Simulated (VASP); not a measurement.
Wanted: the native input for a VASP 6.6.1 run.

- Task: single point
- Functional: PBEsol
- Potentials or basis: VASP PAW PBE potentials, release 64 (Mo_sv, S)
- Cutoff: 520 eV
- k mesh: 12 × 12 × 6
- Occupations: gaussian, width 0.1 eV
- Spin: no spin polarisation
- Dipole correction: no
- Further INCAR settings: ALGO = Normal; EDIFF = 1e-06; NBANDS = 20; ISYM = 0

The structure of MoS2 lies in POSCAR:

```
MoS2
1.0
    3.1204068994      0.0000000000      0.0000000000
   -1.5602034497      2.7023516450      0.0000000000
    1.5602034497      0.9007838817      6.0860250644
Mo S
1 2
Direct
    0.0000000000      0.0000000000      0.0000000000
    0.4912866990      0.2456433495      0.2630699515
    0.5087133010      0.7543566505      0.7369300485
```

The input as run:

INCAR

```
PREC     = Accurate       # precision mode
ENCUT    = 520            # plane-wave cutoff, eV
EDIFF    = 1E-6           # SCF threshold, eV
ISMEAR   = 0              # smearing method
SIGMA    = 0.1            # smearing width, eV
LREAL    = F              # projectors in reciprocal space
LASPH    = T              # aspherical terms in the spheres
NELM     = 80             # most SCF steps
ALGO     = Normal         # electronic algorithm
ISIF     = 2              # what is computed and relaxed
LWAVE    = F              # write WAVECAR
LCHARG   = F              # write CHGCAR
GGA      = PS             # functional
ISYM     = 0            
NBANDS   = 20             # bands
```

KPOINTS

```
regular mesh
0
Gamma
  12 12 6
```

Potentials or basis: VASP PAW PBE potentials, release 64 (Mo_sv, S).

Launch:

```bash
$ cat potpaw_PBE.64/Mo_sv/POTCAR potpaw_PBE.64/S/POTCAR > POTCAR
$ mpirun -np 1 vasp_std > vasp.out
```

Results of the run:

```json
{
  "Pressure": "0.0 GPa",
  "Largest force": "0.005 eV/Å",
  "Band gap on the k mesh": "zero (bands 13 and 14 overlap by 0.47 eV)"
}
```

Caveat: the PAW data sets were made with another functional, which shifts forces and pressure a little; this functional lacks dispersion, which binds layers or chains, so the pressure and a relaxed spacing across them are unreliable.

Wall time 5.6 min on 1 thread of Intel(R) Xeon(R) Platinum 8488C (Sapphire Rapids), on a shared host, peak memory 0.48 GiB.
